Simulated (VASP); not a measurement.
# Sn24O49 (a cell with a defect) in VASP: single point with PBEsol

Aim: the single point of Sn24O49 (a cell with a defect) with PBEsol.

Everything below comes from runs of VASP 6.6.1. Logs are shortened: lines on timing, memory, paths and dates and some standing lists are left out, and cuts for length are marked.

**1. The cell of the first run**

The cell holds a defect, 73 atoms: a = 9.538 Å, b = 9.538 Å, c = 9.636 Å, α = 90.00°, β = 90.00°, γ = 90.00°.

**2. Single point, PBEsol**

Contents of INCAR:

```
  PREC = Accurate
  ENCUT = 520
  EDIFF = 1E-6
  ISMEAR = -1
  SIGMA = 0.05
  LREAL = Auto
  LASPH = True
  NELM = 100
  ALGO = Normal
  ISIF = 2
  LWAVE = False
  LCHARG = True
  GGA = PS
  LELF = True
  LVHAR = True
  NBANDS = 357
  ISYM = 0
  NCORE = 4
```

Contents of KPOINTS:

```
Automatic mesh
0
Gamma
  1 1 1
  0.25 0.25 0.25
```

Contents of POSCAR:

```
Sn24O49
1.0
    9.5380920000      0.0000000000      0.0000000000
    0.0000000000      9.5380920000      0.0000000000
    0.0000000000      0.0000000000      9.6363030000
Sn O
24 49
Direct
    0.0038840000      0.0007250000      0.0013180000
    0.0011970000      0.9980410000      0.3358350000
    0.0052700000      0.9966460000      0.6685780000
    0.0040430000      0.4982360000      0.0023210000
    0.0025710000      0.4997470000      0.3359590000
    0.0059130000      0.4971370000      0.6685670000
    0.5021460000      0.9993340000      0.0011950000
    0.5036720000      0.9978650000      0.3348320000
    0.5047790000      0.9959960000      0.6685940000
    0.5141120000      0.4918380000      0.9930280000
    0.5014910000      0.5004320000      0.6685750000
    0.2551890000      0.2498710000      0.1710820000
    0.2520710000      0.2436230000      0.5040640000
    0.2557170000      0.2493210000      0.8366700000
    0.2461150000      0.7557550000      0.1685810000
    0.2535990000      0.7474560000      0.5012710000
    0.2544630000      0.7483260000      0.8358780000
    0.7536440000      0.2482550000      0.1685720000
    0.7564770000      0.2458980000      0.5030030000
    0.7560130000      0.2454380000      0.8341550000
    0.7520400000      0.7467200000      0.1660760000
    0.7526070000      0.7462090000      0.5004850000
    0.7582860000      0.7498390000      0.8330970000
    0.5100810000      0.4877990000      0.3441110000
    0.3555280000      0.5576050000      0.2146970000
    0.1579370000      0.1535860000      0.0030510000
    0.1544970000      0.1508710000      0.3353660000
    0.1559370000      0.1513840000      0.6715290000
    0.1589290000      0.6508410000      0.0038610000
    0.1404820000      0.6657250000      0.3380800000
    0.1578150000      0.6512310000      0.6686550000
    0.6554440000      0.1535130000      0.0015350000
    0.6558800000      0.1526760000      0.3358620000
    0.6599670000      0.1471220000      0.6681570000
    0.6705240000      0.6438630000      0.9950310000
    0.6549990000      0.6482660000      0.3336630000
    0.6572510000      0.6517210000      0.6685520000
    0.3536490000      0.3469380000      0.0034980000
    0.3580630000      0.3313660000      0.3421260000
    0.3502100000      0.3446580000      0.6686050000
    0.3362190000      0.8613690000      0.9990890000
    0.3510950000      0.8429390000      0.3332780000
    0.3506920000      0.8440940000      0.6684970000
    0.8492500000      0.3460180000      0.0012950000
    0.8484080000      0.3464450000      0.3356120000
    0.8547960000      0.3419370000      0.6690010000
    0.8510690000      0.8473930000      0.0017950000
    0.8483540000      0.8439760000      0.3340970000
    0.8505480000      0.8459650000      0.6656320000
    0.0996480000      0.4006330000      0.1704890000
    0.1027670000      0.4023090000      0.5007110000
    0.1023270000      0.4015420000      0.8367070000
    0.0963270000      0.9056430000      0.1685760000
    0.1029150000      0.9042310000      0.5020100000
    0.0977060000      0.8990240000      0.8351470000
    0.5990580000      0.4028510000      0.1685690000
    0.6046510000      0.3987910000      0.5089760000
    0.6031460000      0.3972840000      0.8281730000
    0.6013470000      0.9023250000      0.1666640000
    0.6003830000      0.8995940000      0.5004500000
    0.5995920000      0.8991290000      0.8364520000
    0.4073390000      0.0955150000      0.1690440000
    0.4055000000      0.0901410000      0.5033220000
    0.4099460000      0.0981170000      0.8335300000
    0.4442850000      0.6463000000      0.1225330000
    0.4070460000      0.5935490000      0.5030220000
    0.4083550000      0.5948610000      0.8341290000
    0.9055480000      0.0963660000      0.1685750000
    0.9075760000      0.0941400000      0.5024410000
    0.9077560000      0.0943230000      0.8347150000
    0.9063800000      0.5945510000      0.1681090000
    0.9037850000      0.5919530000      0.5036210000
    0.9117590000      0.5964040000      0.8338360000
```

Potentials or basis: VASP PAW PBE potentials, release 64 (Sn_d, O).

Run with:

```sh
$ cat potpaw_PBE.64/Sn_d/POTCAR potpaw_PBE.64/O/POTCAR > POTCAR
$ mpirun -np 4 vasp_std > vasp.out
```

OUTCAR:

```text
PREC = Accurate
   ENCUT = 520
   EDIFF = 1E-6
   ISMEAR = -1
   LREAL = Auto
   LASPH = True
   NELM = 100
   ISIF = 2
   GGA = PS
   ISYM = 0

 ion  position               nearest neighbor table
   1  0.004  0.001  0.001-  53 2.05  70 2.05  47 2.06  26 2.07  55 2.08  68 2.08   3 3.21   2 3.22
                            15 3.66  20 3.69  23 3.72  18 3.72  14 3.73  17 3.75  12 3.75
   2  0.001  0.998  0.336-  53 2.05  69 2.05  27 2.06  48 2.07  54 2.08  68 2.08   3 3.21   1 3.22
                            15 3.66  19 3.69  13 3.72  18 3.72  22 3.73  16 3.75  21 3.75
   3  0.005  0.997  0.669-  55 2.05  54 2.05  49 2.06  28 2.06  69 2.07  70 2.07   1 3.21   2 3.21
                            13 3.69  23 3.69  19 3.72  20 3.72  17 3.72  16 3.72
   4  0.004  0.498  0.002-  71 2.06  52 2.07  73 2.07  44 2.07  29 2.07  50 2.08   5 3.22   6 3.22
                            21 3.73  23 3.73  15 3.73  14 3.73  18 3.74  17 3.74  12 3.74  20 3.75
   5  0.003  0.500  0.336-  30 2.06  72 2.07  71 2.07  50 2.07  51 2.07  45 2.07   6 3.21   4 3.22
                            22 3.70  16 3.72  21 3.73  15 3.74  19 3.74  18 3.74  12 3.74
   6  0.006  0.497  0.669-  73 2.06  31 2.06  46 2.07  51 2.07  72 2.07  52 2.07   5 3.21   4 3.22
                            13 3.72  16 3.73  14 3.73  23 3.73  19 3.73  17 3.74  20 3.74  22 3.76
   7  0.502  0.999  0.001-  41 2.06  64 2.07  62 2.07  59 2.07  61 2.07  32 2.07   9 3.21   8 3.22
                            14 3.70  17 3.72  12 3.73  15 3.74  20 3.74  18 3.74  21 3.74
   8  0.504  0.998  0.335-  62 2.06  60 2.07  63 2.07  33 2.07  42 2.07  59 2.08   7 3.22   9 3.22
                            12 3.73  13 3.73  15 3.73  22 3.73  18 3.74  16 3.74  21 3.74  19 3.75
   9  0.505  0.996  0.669-  63 2.06  43 2.06  34 2.07  61 2.07  64 2.07  60 2.07   7 3.21   8 3.22
                            23 3.72  17 3.73  22 3.73  13 3.73  20 3.73  16 3.74  19 3.74  14 3.76
  10  0.514  0.492  0.993-  58 2.01  65 2.04  56 2.06  38 2.06  67 2.08  35 2.08  25 2.69  11 3.13
                            24 3.38  20 3.63  18 3.67  14 3.70  21 3.72  23 3.72
  11  0.501  0.500  0.669-  66 2.04  67 2.04  57 2.07  58 2.07  37 2.07  40 2.07  10 3.13  24 3.13
                            16 3.71  17 3.71  14 3.72  22 3.72
  12  0.255  0.250  0.171-  50 2.07  62 2.07  39 2.07  27 2.08  26 2.08  38 2.08  13 3.21  14 3.22
                            24 3.72   8 3.73   7 3.73   4 3.74   5 3.74   1 3.75
  13  0.252  0.244  0.504-  39 2.04  28 2.05  63 2.07  27 2.07  40 2.08  51 2.08  14 3.21  12 3.21
                             3 3.69   2 3.72  24 3.72   6 3.72   9 3.73   8 3.73
  14  0.256  0.249  0.837-  64 2.06  52 2.06  40 2.06  26 2.07  28 2.08  38 2.08  13 3.21  12 3.22
                            10 3.70   7 3.70  11 3.72   6 3.73   1 3.73   4 3.73   9 3.76
  15  0.246  0.756  0.169-  53 2.02  29 2.05  42 2.05  30 2.10  41 2.10  25 2.20  65 2.20  16 3.21
                            17 3.21   2 3.66   1 3.66   4 3.73   8 3.73   5 3.74   7 3.74
  16  0.254  0.747  0.501-  30 2.06  31 2.07  66 2.07  54 2.07  43 2.07  42 2.08  15 3.21  17 3.22
                            11 3.71   5 3.72   3 3.72   6 3.73   9 3.74   8 3.74   2 3.75
  17  0.254  0.748  0.836-  41 2.06  43 2.07  67 2.07  55 2.07  31 2.07  29 2.08  15 3.21  16 3.22
                            11 3.71   7 3.72   3 3.72   9 3.73   6 3.74   4 3.74   1 3.75
  18  0.754  0.248  0.169-  68 2.05  32 2.07  45 2.07  33 2.07  44 2.07  56 2.09  20 3.22  19 3.22
                            24 3.67  10 3.67   1 3.72   2 3.72   8 3.74   4 3.74   7 3.74   5 3.74
  19  0.756  0.246  0.503-  69 2.04  57 2.06  34 2.07  46 2.07  45 2.07  33 2.07  20 3.19  18 3.22
[... 304 lines left out ...]
   GGA     = PS    functional components
   LHFCALC =     F    Hartree Fock is set to
   AEXX    =    0.0000 exact exchange contribution
   IVDW    =     0    specifies the selected vdW correction
   LEPSILON=     F    determine dielectric tensor
   LRPA    =     F    only Hartree local field effects (RPA)
 non-spin polarized calculation
  energy-cutoff  :      520.00
  volume of cell :      876.66
 maximum number of plane-waves:     23594
 NGX is ok and might be reduce to    70
   NGX = 35   NGY = 35   NGZ = 35

 number of electron     630.0000012 magnetization

 Free energy of the ion-electron system (eV)
  ---------------------------------------------------
  ext. energy  EPLUGINS =         0.00000000
  ---------------------------------------------------
  free energy    TOTEN  =      -478.96065189 eV

  energy without entropy =     -478.96065188  energy(sigma->0) =     -478.96065189

 E-fermi :   6.8802     XC(G=0): -11.4822

 val. band max:        5.8334300641   @ k =  -0.2500  -0.2500   0.2500
 cond. band min:       7.9066126072   @ k =  -0.2500  -0.2500   0.2500
 fundamental gap:      2.0731825431
 Fermi energy:         6.8801596254

 k-point     1 :       0.2500    0.2500    0.2500
  band No.  band energies     occupation
      1     -16.1044      2.00000
      2     -15.0944      2.00000
      3     -15.0525      2.00000
      4     -15.0202      2.00000
      5     -14.9932      2.00000
      6     -14.9862      2.00000
[... 1309 lines left out ...]
    326      10.7130      0.00000
    327      10.8162      0.00000
 [bands above 327 left out]

------------------------ aborting loop because EDIFF is reached ----------------------------------------

  FORCE on cell =-STRESS in cart. coord.  units (eV):
  Direction    XX          YY          ZZ          XY          YZ          ZX
  --------------------------------------------------------------------------------------
  -------------------------------------------------------------------------------------
  Total        9.0201182      9.0175339     15.8644548     -4.4319724     -2.4196972     -2.4382085
  in kB       16.4850152     16.4802922     28.9936087     -8.0997977     -4.4221975     -4.4560285
  external PRESSURE =      20.6529720 kB  Pullay stress =       0.0000000 kB

 VOLUME and BASIS-vectors are now :
 -----------------------------------------------------------------------------
  energy-cutoff  :      520.00
  volume of cell :      876.66
      direct lattice vectors                 reciprocal lattice vectors
     9.538092000  0.000000000  0.000000000     0.104842771  0.000000000  0.000000000
     0.000000000  9.538092000  0.000000000     0.000000000  0.104842771  0.000000000
     0.000000000  0.000000000  9.636303000     0.000000000  0.000000000  0.103774238

 POSITION                                       TOTAL-FORCE (eV/Angst)
 -----------------------------------------------------------------------------------
      0.03705      0.00692      0.01270         0.009822     -0.005075      0.005467
      0.01142      9.51941      3.23621         0.001507     -0.010375     -0.002050
      0.05027      9.50610      6.44262        -0.000421      0.001540      0.000289
      0.03856      4.75222      0.02237         0.009268     -0.003546      0.004910
      0.02452      4.76663      3.23740         0.005796      0.003777     -0.000156
      0.05640      4.74174      6.44251         0.003011     -0.003384     -0.003508
[... 65 lines left out ...]
      8.62038      5.64610      4.85304        -0.018615      0.011845      0.005299
      8.69644      5.68856      8.03510        -0.012163      0.014707      0.000425
 -----------------------------------------------------------------------------------
    total drift:                                0.071676     -0.036893      0.085654

  FREE ENERGIE OF THE ION-ELECTRON SYSTEM (eV)
  ---------------------------------------------------
  free  energy   TOTEN  =      -478.9606518882 eV

  energy  without entropy=     -478.9606518839  energy(sigma->0) =     -478.96065189
```

Run time: 19 min. Hardware: 4 MPI ranks of Oxide Virtual Turin-like, shared host; peak memory 0.38 GiB.

What came out:

```
Free energy            : -478.9607 eV
Pressure               : 2.1 GPa
Largest force          : 0.235 eV/Å
Band gap on the k mesh : 2.07 eV
```

Forces on the atoms (eV/Å):
```
Sn   0.010 -0.005  0.005
Sn   0.002 -0.010 -0.002
Sn   0.000  0.002  0.000
Sn   0.009 -0.004  0.005
Sn   0.006  0.004  0.000
Sn   0.003 -0.003 -0.004
Sn   0.006 -0.004  0.003
Sn   0.008 -0.011 -0.007
Sn   0.001 -0.002 -0.003
Sn   0.004 -0.005 -0.002
Sn   0.009  0.000  0.001
Sn   0.006  0.004  0.006
Sn   0.012 -0.005  0.000
Sn   0.000 -0.002  0.000
Sn  -0.004  0.018  0.002
Sn   0.009 -0.002  0.008
Sn   0.005 -0.010  0.011
Sn   0.000 -0.002  0.008
Sn   0.001  0.004 -0.003
Sn   0.006  0.002  0.006
Sn  -0.006 -0.007 -0.007
Sn   0.005 -0.004  0.001
Sn  -0.008 -0.006 -0.002
Sn   0.004 -0.008  0.002
O   -0.150 -0.125  0.121
O   -0.009 -0.006 -0.001
O   -0.011 -0.005 -0.001
O   -0.006 -0.004  0.003
O   -0.003 -0.010 -0.003
O   -0.008 -0.001 -0.007
O   -0.008 -0.008  0.002
O   -0.012 -0.006 -0.001
O   -0.008 -0.006 -0.001
O   -0.010 -0.006  0.003
O   -0.008 -0.010  0.005
O   -0.007 -0.007 -0.004
O   -0.008 -0.004  0.002
O    0.006  0.008  0.005
O    0.008  0.004 -0.010
O    0.004  0.007 -0.001
O   -0.005  0.013  0.007
O    0.011  0.006  0.002
O    0.007  0.006 -0.002
O    0.003  0.008 -0.005
O    0.010  0.009 -0.003
O    0.009  0.011 -0.003
O    0.004  0.012 -0.001
O    0.005  0.010 -0.002
O    0.001  0.007 -0.003
O    0.013 -0.016 -0.001
O    0.012 -0.015 -0.001
O    0.014 -0.015  0.001
O    0.006 -0.008 -0.001
O    0.014 -0.011 -0.001
O    0.012 -0.015  0.004
O    0.011 -0.011 -0.002
O    0.020 -0.013  0.010
O    0.015 -0.019 -0.012
O    0.013 -0.016 -0.003
O    0.013 -0.014 -0.001
O    0.014 -0.014  0.003
O   -0.013  0.017 -0.001
O   -0.017  0.014  0.002
O   -0.012  0.017 -0.003
O    0.122  0.153 -0.130
O   -0.021  0.025 -0.006
O   -0.026  0.018  0.005
O   -0.014  0.013 -0.001
O   -0.015  0.013  0.004
O   -0.014  0.013 -0.004
O   -0.016  0.012  0.003
O   -0.019  0.012  0.005
O   -0.012  0.015  0.000
```

Caveat: the PAW data sets were made with another functional, which shifts forces and pressure a little; spin-orbit coupling is left out, which moves the levels of the heavy elements.
